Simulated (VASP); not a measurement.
Input of a VASP 6.6.1 run:

The input INCAR:

```
SYSTEM = CoO
PREC = Accurate
ENCUT = 520
EDIFF = 1E-6
ISMEAR = 0
SIGMA = 0.02
LREAL = .False.
LASPH = .True.
NELM = 150
ALGO = Normal
ISIF = 2
LWAVE = .False.
LCHARG = .True.
ISPIN = 2
MAGMOM = -2.4 2.4 0.14 -0.14
LORBIT = 11
LMAXMIX = 4
LDAU = .True.
LDAUTYPE = 2
LDAUL = 2 -1
LDAUU = 3.32 0
LDAUJ = 0 0
LDAUPRINT = 1
GGA = PE
LELF = .True.
LVHAR = .True.
NBANDS = 27
```

File KPOINTS:

```
Automatic mesh
0
Gamma
  12 12 6
  0 0 0
```

The input POSCAR:

```
CoO
1.0
    2.9104235079      0.0000000000      0.0000000000
   -1.4552117540      2.5205006937      0.0000000000
    0.0000000000      0.0000000000      5.2375954105
Co O
2 2
Direct
    0.0000000000      0.0000000000      0.0151858210
    0.3333333333      0.6666666667      0.5151895980
    0.0000000000      0.0000000000      0.3598132166
    0.3333333333      0.6666666667      0.8598123644
```

Potentials or basis: VASP PAW PBE potentials, release 64 (Co, O).

Launch:

```sh
$ cat potpaw_PBE.64/Co/POTCAR potpaw_PBE.64/O/POTCAR > POTCAR
$ mpirun -np 1 vasp_std > vasp.out
```

Task: Predict the pressure.

Result: 45.0 GPa.

Task: Predict the band gap on the k mesh.

Result: 1.10 eV (least direct gap 1.26 eV).

Task: Predict the site moments.

Result: Co -2.48, +2.48; O +0.12, -0.12 μB.

Eigenvalues of the final occupation matrices:
| site | spin | trace | eigenvalues |
| --- | --- | --- | --- |
| site 1 d | 1 | 2.49 | 0.19 0.20 0.20 0.95 0.95 |
| site 1 d | 2 | 4.92 | 0.97 0.97 0.99 1.00 1.00 |
| site 2 d | 1 | 4.92 | 0.97 0.97 0.99 1.00 1.00 |
| site 2 d | 2 | 2.49 | 0.19 0.20 0.20 0.95 0.95 |

Caveat: the cell stands under pressure. A k mesh can miss the band edges.
